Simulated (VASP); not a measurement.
# Ca in VASP: further runs, part 2 of 2

VASP 6.6.1.

## 3. Single point, PBE

This run uses another cell than the first one: it holds 2 atoms, not 1.

File INCAR:

```
PREC     = Accurate       # precision mode
ENCUT    = 520            # plane-wave cutoff, eV
EDIFF    = 1E-6           # SCF threshold, eV
ISMEAR   = -1             # smearing method
SIGMA    = 0.08           # smearing width, eV
LREAL    = False          # projectors in reciprocal space
LASPH    = True           # aspherical terms in the spheres
NELM     = 60             # most SCF steps
ALGO     = Normal         # electronic algorithm
ISIF     = 2              # what is computed and relaxed
LWAVE    = False          # write WAVECAR
LCHARG   = False          # write CHGCAR
GGA      = PE             # functional
NBANDS   = 17             # bands
```

File KPOINTS:

```
Automatic mesh
0
Gamma
  10 10 10
```

File POSCAR:

```
Ca
1.0
    1.9672383114     -1.1357855686      6.4342184424
    0.0000000000      2.2715711373      6.4342184424
   -1.9672383114     -1.1357855686      6.4342184424
Ca
2
Direct
    0.2500000632      0.2500000632      0.2500000632
   -0.2500000632     -0.2500000632     -0.2500000632
```

Potentials or basis: VASP PAW PBE potentials, release 64 (Ca_sv).

Started as:

```sh
cat potpaw_PBE.64/Ca_sv/POTCAR > POTCAR
mpirun -np 1 vasp_std > vasp.out
```

OUTCAR:

```text
PREC = Accurate
   ENCUT = 520
   EDIFF = 1E-6
   ISMEAR = -1
   LREAL = False
   LASPH = True
   NELM = 60
   ISIF = 2
   GGA = PE

 ion  position               nearest neighbor table
   1  0.250  0.250  0.250-
   2  0.750  0.750  0.750-

  LATTYP: Found a trigonal (rhomboedric) cell.
 ALAT       =     6.8234303980
 COS(alpha) =     0.8337588973

  Lattice vectors:

 A1 = (   1.9672383114,  -1.1357855686,   6.4342184424)
 A2 = (   0.0000000000,   2.2715711373,   6.4342184424)
 A3 = (  -1.9672383114,  -1.1357855686,   6.4342184424)

Analysis of symmetry for initial positions (statically):
=====================================================================
 Subroutine PRICEL returns following result:

  LATTYP: Found a trigonal (rhomboedric) cell.
 ALAT       =     3.9382537845
 COS(alpha) =     0.5009581305

  Lattice vectors:

 A1 = (   0.0000000000,   2.2715711372,  -3.2171116611)
 A2 = (   1.9672383114,  -1.1357855686,  -3.2171067813)
 A3 = (  -1.9672383114,  -1.1357855687,  -3.2171116611)

   2 primitive cells build up your supercell.

 Routine SETGRP: Setting up the symmetry group for a
 trigonal (rhombohedral) supercell.

 Subroutine GETGRP returns: Found 12 space group operations
 (whereof 12 operations were pure point group operations)
 out of a pool of 12 trial point group operations.

The static configuration has the point symmetry D_3d.

Analysis of symmetry for dynamics (positions and initial velocities):
=====================================================================
 Subroutine PRICEL returns following result:

  LATTYP: Found a trigonal (rhomboedric) cell.
 ALAT       =     3.9382537845
 COS(alpha) =     0.5009581305

  Lattice vectors:

 A1 = (   0.0000000000,   2.2715711372,  -3.2171116611)
 A2 = (   1.9672383114,  -1.1357855686,  -3.2171067813)
 A3 = (  -1.9672383114,  -1.1357855687,  -3.2171116611)

   2 primitive cells build up your supercell.

 Routine SETGRP: Setting up the symmetry group for a
 trigonal (rhombohedral) supercell.

 Subroutine GETGRP returns: Found 12 space group operations
 (whereof 12 operations were pure point group operations)
 out of a pool of 12 trial point group operations.

The dynamic configuration has the point symmetry D_3d.

 Subroutine INISYM returns: Found 12 space group operations
 (whereof 12 operations are pure point group operations),
 and found     2 'primitive' translations

----------------------------------------------------------------------------------------

                                     Primitive cell

  volume of cell :      43.1291

  direct lattice vectors                    reciprocal lattice vectors
     0.000000000  2.271571137 -3.217111661     0.000000129  0.293482554 -0.103612662
     1.967238311 -1.135785569 -3.217106781     0.254163540 -0.146741388 -0.103612662
    -1.967238311 -1.135785569 -3.217111661    -0.254163283 -0.146741388 -0.103612662

  length of vectors
     3.938253785  3.938249798  3.938253785     0.311235591  0.311235801  0.311235591

  position of ions in fractional coordinates (direct lattice)
     0.500000000  0.500000000  0.500000000

  ion indices of the primitive-cell ions
   primitive index   ion index
                 1           1

----------------------------------------------------------------------------------------

 KPOINTS: Automatic mesh

Automatic generation of k-mesh.
 Grid dimensions read from file:
 generate k-points for:   10   10   10

 Generating k-lattice:

  Cartesian coordinates                     Fractional coordinates (reciprocal lattice)
     0.025416341 -0.014674131  0.005180634     0.100000000  0.000000000  0.000000000
     0.000000000  0.029348263  0.005180634    -0.000000000  0.100000000 -0.000000000
    -0.025416341 -0.014674131  0.005180634     0.000000000  0.000000000  0.100000000

  Length of vectors
     0.029802005  0.029802005  0.029802005

  Shift w.r.t. Gamma in fractional coordinates (k-lattice)
     0.000000000  0.000000000  0.000000000

 Subroutine IBZKPT returns following result:
 ===========================================

 Found    116 irreducible k-points:

 Following reciprocal coordinates:
            Coordinates               Weight
  0.000000  0.000000  0.000000      1.000000
  0.100000  0.000000  0.000000      6.000000
  0.200000  0.000000  0.000000      6.000000
  0.300000  0.000000  0.000000      6.000000
  0.400000  0.000000  0.000000      6.000000
  0.500000  0.000000  0.000000      3.000000
[... 16 lines left out ...]
  0.300000  0.300000  0.000000      6.000000
  0.400000  0.300000  0.000000     12.000000
 [... further k-points ...]
   k-points           NKPTS =    116   k-points in BZ     NKDIM =    116   number of bands    NBANDS=     17
   number of dos      NEDOS =    301   number of ions     NIONS =      2
   total plane-waves  NPLWV = 157464
   dimension x,y,z NGX =    54 NGY =   54 NGZ =   54
   dimension x,y,z NGXF=   108 NGYF=  108 NGZF=  108
   ions per type =               2
   NGX,Y,Z   is equivalent  to a cutoff of  13.16, 13.16, 13.16 a.u.
   NGXF,Y,Z  is equivalent  to a cutoff of  26.31, 26.31, 26.31 a.u.
 SYSTEM =  unknown system
   PREC   = accura    normal or accurate (medium, high low for compatibility)
   ISTART =      0    job   : 0-new  1-cont  2-samecut
   ICHARG =      2    charge: 1-file 2-atom 10-const
   ISPIN  =      1    spin polarized calculation?
   LNONCOLLINEAR =      F non collinear calculations
   LSORBIT =      F    spin-orbit coupling
   LASPH  =      T    aspherical Exc in radial PAW
   ENCUT  =  520.0 eV  38.22 Ry    6.18 a.u.  12.69 12.69 12.69*2*pi/ulx,y,z
   NELM   =     60;   NELMIN=  2; NELMDL= -5     # of ELM steps
   EDIFF  = 0.1E-05   stopping-criterion for ELM
   LREAL  =      F    real-space projection
   EDIFFG = 0.1E-04   stopping-criterion for IOM
   NSW    =      0    number of steps for IOM
   IBRION =     -1    ionic relax: 0-MD 1-quasi-New 2-CG
   NFREE  =      0    steps in history (QN), initial steepest desc. (CG)
   ISIF   =      2    stress and relaxation
   ISYM   =      2    0-nonsym 1-usesym 2-fastsym
   POTIM  = 0.5000    time-step for ionic-motion
   TEBEG  =    0.0;   TEEND  =   0.0 temperature during run
   PSTRESS=    0.0 pullay stress
   NELECT =      20.0000    total number of electrons
   NUPDOWN=      -1.0000    fix difference up-down
   EMIN   =  10.00;   EMAX   =-10.00  energy-range for DOS
   EFERMI =   0.00;   METHOD = LEGACY
   ISMEAR =    -1;   SIGMA  =   0.08  broadening in eV -4-tet -1-fermi 0-gaus
   EFERMI_NEDOS =   21; number of points for ismear=-14 and -15
   IALGO  =     38    algorithm
   IMIX   =      4    mixing-type and parameters
     AMIX     =   0.40;   BMIX     =  1.00
     AMIX_MAG =   1.60;   BMIX_MAG =  1.00
  volume/ion in A,a.u.               =      43.13       291.05
  Fermi-wavevector in a.u.,A,eV,Ry     =   1.005738  1.900569 13.762405  1.011508
  Thomas-Fermi vector in A             =   2.138436
   LORBIT       =      0    0 simple, 1 ext, 2 COOP (PROOUT), +10 PAW based schemes
   GGA     = PE    functional components
   LHFCALC =     F    Hartree Fock is set to
   AEXX    =    0.0000 exact exchange contribution
   IVDW    =     0    specifies the selected vdW correction
   LEPSILON=     F    determine dielectric tensor
   LRPA    =     F    only Hartree local field effects (RPA)
 non-spin polarized calculation
  energy-cutoff  :      520.00
  volume of cell :       86.26
 maximum number of plane-waves:      2381
 NGX is ok and might be reduce to    54

 number of electron      19.9999999 magnetization

 Free energy of the ion-electron system (eV)
  ---------------------------------------------------
  ext. energy  EPLUGINS =         0.00000000
  ---------------------------------------------------
  free energy    TOTEN  =        -3.88615713 eV

  energy without entropy =       -3.83362660  energy(sigma->0) =       -3.85989186

 E-fermi :   1.8798     XC(G=0):  -7.6684

 val. band max:        1.8755881944   @ k =  -0.3000   0.4000   0.1000
 cond. band min:       1.8805762821   @ k =  -0.3000   0.1000   0.1000
 fundamental gap:      0.0049880877
 Fermi energy:         1.8797819980

 k-point     1 :       0.0000    0.0000    0.0000
  band No.  band energies     occupation
      1     -40.1908      2.00000
      2     -40.1786      2.00000
      3     -21.2371      2.00000
      4     -21.1284      2.00000
      5     -21.1284      2.00000
      6     -21.1108      2.00000
[... 9 lines left out ...]
     16       4.1864      0.00000
     17       5.2264      0.00000
[... 441 lines left out ...]
 k-point    24 :       0.4000    0.3000    0.0000
  band No.  band energies     occupation
      1     -40.1806      2.00000
      2     -40.1753      2.00000
      3     -21.2165      2.00000
      4     -21.2108      2.00000
      5     -21.1662      2.00000
      6     -21.1534      2.00000
[... 9 lines left out ...]
     16       5.1380      0.00000
     17       5.4028      0.00000

 [... further k-points ...]
[... 5 lines left out ...]
  --------------------------------------------------------------------------------------
  -------------------------------------------------------------------------------------
  Total       -0.1929848     -0.1929848     -0.1908184     -0.0000000     -0.0000000      0.0000000
  in kB       -3.5845390     -3.5845390     -3.5443002     -0.0000000     -0.0000000      0.0000000
  external PRESSURE =      -3.5711260 kB  Pullay stress =       0.0000000 kB

 VOLUME and BASIS-vectors are now :
 -----------------------------------------------------------------------------
  energy-cutoff  :      520.00
  volume of cell :       86.26
      direct lattice vectors                 reciprocal lattice vectors
     1.967238311 -1.135785569  6.434218442     0.254163411 -0.146741314  0.051806344
     0.000000000  2.271571137  6.434218442     0.000000000  0.293482628  0.051806344
    -1.967238311 -1.135785569  6.434218442    -0.254163411 -0.146741314  0.051806344

 POSITION                                       TOTAL-FORCE (eV/Angst)
 -----------------------------------------------------------------------------------
      0.00000      0.00000      4.82567         0.000000      0.000000      0.000000
      0.00000      0.00000     14.47699         0.000000      0.000000     -0.000000
 -----------------------------------------------------------------------------------
    total drift:                               -0.000000     -0.000000      0.000000

  FREE ENERGIE OF THE ION-ELECTRON SYSTEM (eV)
  ---------------------------------------------------
  free  energy   TOTEN  =        -3.8861571256 eV

  energy  without entropy=       -3.8336266021  energy(sigma->0) =       -3.85989186
```

Wall time 16 min (1 thread of Intel Xeon 8259CL, shared host); peak memory 0.46 GiB.

Results:

| Item | Value |
| --- | --- |
| Free energy | -3.8862 eV |
| Pressure | -0.4 GPa |
| Band gap on the k mesh | zero (bands 10 and 11 overlap by 0.34 eV) |

Levels at points of the mesh, in eV from the Fermi level:
```tsv
k point	band 6	band 7	band 8	band 9	band 10	band 11	band 12	band 13	band 14	band 15
(0.00, 0.00, 0.00)	-22.99	-22.99	-22.99	-3.99	-0.99	-0.19	2.19	2.19	2.30	2.31
(0.50, 0.00, 0.00)	-23.04	-23.02	-23.02	-0.81	-0.81	0.42	0.42	1.39	1.39	2.85
(0.50, 0.50, 0.00)	-23.04	-23.01	-23.01	-0.98	-0.44	-0.18	0.58	0.92	2.19	2.20
(0.50, 0.50, 0.50)	-23.00	-23.00	-23.00	-2.99	-2.99	1.40	1.40	2.44	2.44	2.44
```
